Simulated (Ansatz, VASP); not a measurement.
# One calculation of Ti, two programs

INCAR

```
SYSTEM = Ti
ALGO = Normal ; EDIFF = 1E-6
EDIFFG = -0.005 ; ENCUT = 600
IBRION = 2 ; ISIF = 3
ISMEAR = 0 ; LASPH = .TRUE.
LCHARG = .FALSE. ; LREAL = .FALSE.
LWAVE = .FALSE. ; NELM = 80
NSW = 100 ; PREC = Accurate
SIGMA = 0.1
```

File KPOINTS:

```
k-points
0
G
  18 18 18
  0 0 0
```

Contents of POSCAR:

```
Ti
1.0
   -1.5838788424      1.5838788424      1.5838788424
    1.5838788424     -1.5838788424      1.5838788424
    1.5838788424      1.5838788424     -1.5838788424
Ti
1
Direct
    0.0000000000      0.0000000000      0.0000000000
```

Input for Ansatz:

```yaml
crystal:
  lattice:
    - [-1.5838788446, 1.5838788446, 1.5838788446]
    - [1.5838788446, -1.5838788446, 1.5838788446]
    - [1.5838788446, 1.5838788446, -1.5838788446]
  atoms:
    - { symbol: Ti, position: [0.0, 0.0, 0.0] }
basis:
  ecutwfc: 420
kpoints:
  mp_grid: { grid: [18, 18, 18] }
hamiltonian:
  xc: lda
  pseudopotentials: { kind: paw, azcp: { folder: soft_1 } }
scf:
  occupations: { method: gaussian, width: 0.1 }
output:
  forces: true
  stress: true
  eigenvalues: true
relax:
  adjacent_minimum: "off"
  f_tol: 0.005
  max_steps: 80
  cell: { stress_tol: 0.05 }
```

Alike in both runs: task relaxation of cell and atoms; functional LDA; k mesh 18 × 18 × 18; occupations gaussian, width 0.1 eV; no spin polarisation.

```csv
,VASP,Ansatz
version,VASP 6.6.1,Ansatz 0.2.0
potentials or method,"VASP PAW LDA potentials, release 64 (Ti_sv), cutoff 600 eV","scalar-relativistic, plane waves, PAW"
valence electrons in the cell,12,12
```

|  | VASP | Ansatz | Ansatz less VASP |
| --- | --- | --- | --- |
| gap on the k mesh at the Fermi level, each at its own relaxed structure (eV) | none | none | - |
| relaxed volume (Å³/atom) | 15.84 | 15.85 | +0.015 |
| relaxed cell length with the largest relative difference (Å) | 2.740 | 2.741 | +0.0009 |

Ansatz warns that its potentials were made for another functional, while VASP's fit it. LDA's correlation is that of Perdew and Zunger in VASP and of Perdew and Wang (1992) in Ansatz. A gap of «none» marks a metal or a gap that the smearing closes.
